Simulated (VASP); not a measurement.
A run of VASP 6.6.1:

INCAR

```
ALGO = Normal ; EDIFF = 1E-6
ENCUT = 520 ; GGA = PS
ISIF = 2 ; ISMEAR = -1
LASPH = True ; LCHARG = True
LELF = True ; LREAL = False
LVHAR = True ; LWAVE = False
NBANDS = 8 ; NELM = 100
PREC = Accurate ; SIGMA = 0.05
```

Contents of KPOINTS:

```
k-points
0
Gamma
  19 19 19
```

Contents of POSCAR:

```
Sb
1.0
   -1.4923523432      1.4923523432      2.4591586785
    1.4923523432     -1.4923523432      2.4591586785
    1.4923523432      1.4923523432     -2.4591586785
Sb
1
Direct
    0.0000000000      0.0000000000      0.0000000000
```

Potentials or basis: VASP PAW PBE potentials, release 64 (Sb).

Run with:

```sh
$ cat potpaw_PBE.64/Sb/POTCAR > POTCAR
$ mpirun -np 1 vasp_std > vasp.out
```

Hardware: 1 thread of Intel(R) Xeon(R) 6975P-C (Granite Rapids), on a shared host.

Q: Estimate the wall time of this run.

A: Run time: 19 s on 1 thread of Intel(R) Xeon(R) 6975P-C (Granite Rapids) (shared host), peak memory 0.21 GiB. Counts: scf iterations 9, k points 550.
